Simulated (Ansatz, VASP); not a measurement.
**Two plane-wave programs on F**

INCAR

```
ALGO = Normal
EDIFF = 1E-8
ENCUT = 520
GGA = PE
ISIF = 2
ISMEAR = -1
LASPH = T
LCHARG = F
LEFG = T
LREAL = F
LWAVE = F
NBANDS = 14
NELM = 80
PREC = Accurate
SIGMA = 0.08
```

Contents of KPOINTS:

```
k-points
0
Gamma
  19 19 10
```

Contents of POSCAR:

```
F
1.0
    2.9417015807      0.0000000000      0.0000000000
   -1.4708507903      2.5475882992      0.0000000000
    0.0000000000      0.0000000000      2.9591011692
F
2
Direct
    0.3333333333      0.6666666667      0.2500000000
    0.6666666667      0.3333333333      0.7500000000
```

Input for Ansatz:

```yaml
crystal:
  lattice:
    - [2.9417015807, 0.0, 0.0]
    - [-1.4708507903, 2.5475882992, 0.0]
    - [0.0, 0.0, 2.9591011692]
  atoms:
    - { symbol: F, position: [0.3333333333, 0.6666666667, 0.25] }
    - { symbol: F, position: [0.6666666667, 0.3333333333, 0.75] }
kpoints:
  mp_grid: { grid: [19, 19, 10] }
scf:
  occupations: { method: fermi_dirac, width: 0.08 }
hamiltonian:
  xc: pbe
  pseudopotentials: { kind: paw }
output:
  forces: true
  stress: true
  eigenvalues: true
  efg: { contact_densities: true }
```

Change from the starting cell: volume scaled by 1.04, PAW files.

Alike in both runs: task electric field gradients; functional PBE; k mesh 19 × 19 × 10; occupations fermi-dirac, width 0.08 eV; no spin polarisation.

|  | VASP | Ansatz |
| --- | --- | --- |
| version | VASP 6.6.1 | Ansatz 0.2.0 |
| potentials or method | VASP PAW PBE potentials, release 64 (F) | PAW with Ansatz's default frozen-core files, scalar-relativistic |
| plane-wave cutoff (eV) | 520 | 420 |
| valence electrons in the cell | 14 | 14 |

```tsv
	VASP	Ansatz	Ansatz less VASP
pressure (GPa)	-2.6	-2.0	+0.65
traceless stress, the component that is largest in VASP (GPa)	-0.58	-0.58	+0.006
size of Vzz on the site where it differs most (V/Å²)	89.5	88.1	-1.37
```
